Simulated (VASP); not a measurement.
# SrTiO3 (Pm-3m) in VASP: notebook, part 2 of 2

VASP 6.6.1.

## Step 3: Relaxation of cell and atoms, LDA

This run uses another cell than the first one, of 11.91 Å³/atom.

File INCAR:

```
PREC = Accurate
ENCUT = 600
EDIFF = 1E-6
ISMEAR = 0
SIGMA = 0.02
LREAL = False
LASPH = True
NELM = 60
ALGO = Normal
ISIF = 3
LWAVE = False
LCHARG = False
GGA = CA
IBRION = 2
NSW = 100
EDIFFG = -0.002
```

File KPOINTS:

```
regular mesh
0
Gamma
  8 8 8
```

File POSCAR:

```
SrTiO3
1.0
    3.9052800000      0.0000000000      0.0000000000
    0.0000000000      3.9052800000      0.0000000000
    0.0000000000      0.0000000000      3.9052800000
Sr Ti O
1 1 3
Direct
    0.5000000000      0.5000000000      0.5000000000
    0.0000000000      0.0000000000      0.0000000000
    0.5000000000      0.0000000000      0.0000000000
    0.0000000000      0.5000000000      0.0000000000
    0.0000000000      0.0000000000      0.5000000000
```

Potentials or basis: VASP PAW LDA potentials, release 64 (Sr_sv, Ti_sv, O).

On the command line:

```sh
> cat potpaw_LDA.64/Sr_sv/POTCAR potpaw_LDA.64/Ti_sv/POTCAR potpaw_LDA.64/O/POTCAR > POTCAR
> mpirun -np 1 vasp_std > vasp.out
```

OUTCAR:

```text
PREC = Accurate
   ENCUT = 600
   EDIFF = 1E-6
   ISMEAR = 0
   LREAL = False
   LASPH = True
   NELM = 60
   ISIF = 3
   GGA = CA
   IBRION = 2
   NSW = 100
   EDIFFG = -0.002

 ion  position               nearest neighbor table
   1  0.500  0.500  0.500-   3 2.76   4 2.76   5 2.76   3 2.76   4 2.76   3 2.76   5 2.76   3 2.76
                             4 2.76   5 2.76   4 2.76   5 2.76   2 3.38   2 3.38   2 3.38   2 3.38
   2  0.000  0.000  0.000-   3 1.95   4 1.95   5 1.95   5 1.95   4 1.95   3 1.95   1 3.38   1 3.38
                             1 3.38   1 3.38   1 3.38   1 3.38   1 3.38   1 3.38
   3  0.500  0.000  0.000-   2 1.95   2 1.95   1 2.76   1 2.76   1 2.76   1 2.76
   4  0.000  0.500  0.000-   2 1.95   2 1.95   1 2.76   1 2.76   1 2.76   1 2.76
   5  0.000  0.000  0.500-   2 1.95   2 1.95   1 2.76   1 2.76   1 2.76   1 2.76

  LATTYP: Found a simple cubic cell.
 ALAT       =     3.9052800000

  Lattice vectors:

 A1 = (   3.9052800000,   0.0000000000,   0.0000000000)
 A2 = (   0.0000000000,   3.9052800000,   0.0000000000)
 A3 = (   0.0000000000,   0.0000000000,   3.9052800000)

Analysis of symmetry for initial positions (statically):
=====================================================================
[... 187 lines left out ...]
  -------------------------------------------------------------------------------------
  Total       -2.4757028     -2.4757028     -2.4757028     -0.0000000     -0.0000000     -0.0000000
  in kB      -66.5966771    -66.5966771    -66.5966771     -0.0000000     -0.0000000     -0.0000000
  external PRESSURE =     -66.5966771 kB  Pullay stress =       0.0000000 kB
[... 104 lines left out ...]
--------------------------------------- Ionic step        4  -------------------------------------------

 number of electron      39.9999996 magnetization

 Free energy of the ion-electron system (eV)
  ---------------------------------------------------
  ext. energy  EPLUGINS =         0.00000000
  ---------------------------------------------------
  free energy    TOTEN  =       -44.18978224 eV

  energy without entropy =      -44.18978224  energy(sigma->0) =      -44.18978224

 E-fermi :   4.3171     XC(G=0): -11.9805

 val. band max:        4.1746874877   @ k =   0.5000   0.5000   0.5000
 cond. band min:       5.9851494878   @ k =   0.0000   0.0000   0.0000
 fundamental gap:      1.8104620001
 Fermi energy:         4.3170746813

 k-point     1 :       0.0000    0.0000    0.0000
  band No.  band energies     occupation
      1     -51.4081      2.00000
      2     -28.2146      2.00000
      3     -28.0865      2.00000
      4     -28.0865      2.00000
      5     -28.0865      2.00000
      6     -13.0849      2.00000
[... 637 lines left out ...]
     23       8.4678      0.00000
     24      10.2936      0.00000

 [... further k-points ...]

------------------------ aborting loop because EDIFF is reached ----------------------------------------

  FORCE on cell =-STRESS in cart. coord.  units (eV):
  Direction    XX          YY          ZZ          XY          YZ          ZX
  --------------------------------------------------------------------------------------
  -------------------------------------------------------------------------------------
  Total        0.0007176      0.0007176      0.0007176     -0.0000000     -0.0000000      0.0000000
  in kB        0.0200030      0.0200030      0.0200030     -0.0000000     -0.0000000      0.0000000
  external PRESSURE =       0.0200030 kB  Pullay stress =       0.0000000 kB
[... 20 lines left out ...]
  FREE ENERGIE OF THE ION-ELECTRON SYSTEM (eV)
  ---------------------------------------------------
  free  energy   TOTEN  =       -44.1897822373 eV

  energy  without entropy=      -44.1897822373  energy(sigma->0) =      -44.18978224

 reached required accuracy - stopping structural energy minimisation
```

OSZICAR:

```text
N       E                     dE             d eps       ncg     rms          rms(c)
DAV:   1     0.458313451237E+03    0.45831E+03   -0.23024E+04  1680   0.200E+03
DAV:   2    -0.597309838479E+01   -0.46429E+03   -0.45626E+03  2040   0.516E+02
DAV:   3    -0.518941446029E+02   -0.45921E+02   -0.43591E+02  2088   0.152E+02
DAV:   4    -0.541432448260E+02   -0.22491E+01   -0.22480E+01  2744   0.306E+01
[... 38 lines left out ...]
DAV:   1    -0.441899167336E+02   -0.13573E-03   -0.37870E-03  1928   0.670E-01    0.108E-01
DAV:   2    -0.441898000475E+02    0.11669E-03   -0.43311E-04  1976   0.218E-01    0.377E-02
DAV:   3    -0.441897809465E+02    0.19101E-04   -0.11466E-04  2208   0.750E-02    0.137E-02
DAV:   4    -0.441897818630E+02   -0.91647E-06   -0.25263E-05  2248   0.278E-02    0.133E-02
DAV:   5    -0.441897822373E+02   -0.37433E-06   -0.24584E-06  1488   0.128E-02
   4 F= -.44189782E+02 E0= -.44189782E+02  d E =-.435431E-01
```

CONTCAR:

```text
SrTiO3
   1.00000000000000
     3.8592006203292670   -0.0000000000000000   -0.0000000000000000
    -0.0000000000000000    3.8592006203292670   -0.0000000000000000
    -0.0000000000000000   -0.0000000000000000    3.8592006203292670
  Sr              Ti              O
     1     1     3
Direct
     0.5000000000000000    0.5000000000000000    0.5000000000000000
     0.0000000000000000    0.0000000000000000    0.0000000000000000
     0.5000000000000000    0.0000000000000000    0.0000000000000000
     0.0000000000000000    0.5000000000000000    0.0000000000000000
     0.0000000000000000    0.0000000000000000    0.5000000000000000

  0.00000000E+00  0.00000000E+00  0.00000000E+00
  0.00000000E+00  0.00000000E+00  0.00000000E+00
  0.00000000E+00  0.00000000E+00  0.00000000E+00
  0.00000000E+00  0.00000000E+00  0.00000000E+00
  0.00000000E+00  0.00000000E+00  0.00000000E+00
```

Wall time 2.3 min (1 thread of AMD EPYC 7R43 (Zen 3), shared host); peak memory 0.18 GiB.

What came out:

```yaml
Free_energy: -44.1898 eV
Relaxed_volume: 11.50 Å³/atom
Relaxed_cell: a = 3.859 Å, b = 3.859 Å, c = 3.859 Å, α = 90.00°, β = 90.00°, γ = 90.00°
Space_group_after_relaxing_to_0.1_Å: Pm-3m (No. 221)
Energy_gained_by_relaxing: 8.7 meV/atom
Ionic_steps: 4
Pressure_after_relaxing: 0.0 GPa
Band_gap_on_the_k_mesh: 1.81 eV (least direct gap 2.15 eV)
```

The path:
```
step  energy change (eV)  largest force (eV/Å)  pressure (GPa)  volume (Å³)
   1              0.0000                0.0000           -6.66        59.56
   2              0.0079                0.0000            8.11        55.39
   3             -0.0435                0.0000           -0.06        57.52
   4             -0.0435                0.0000            0.00        57.48
```

Final structure:
```yaml
crystal:
  lattice:
    - [3.85920, 0.00000, 0.00000]
    - [0.00000, 3.85920, 0.00000]
    - [0.00000, 0.00000, 3.85920]
  atoms:
    - { symbol: Sr, position: [0.50000, 0.50000, 0.50000] }
    - { symbol: Ti, position: [0.00000, 0.00000, 0.00000] }
    - { symbol: O, position: [0.50000, 0.00000, 0.00000] }
    - { symbol: O, position: [0.00000, 0.50000, 0.00000] }
    - { symbol: O, position: [0.00000, 0.00000, 0.50000] }
```
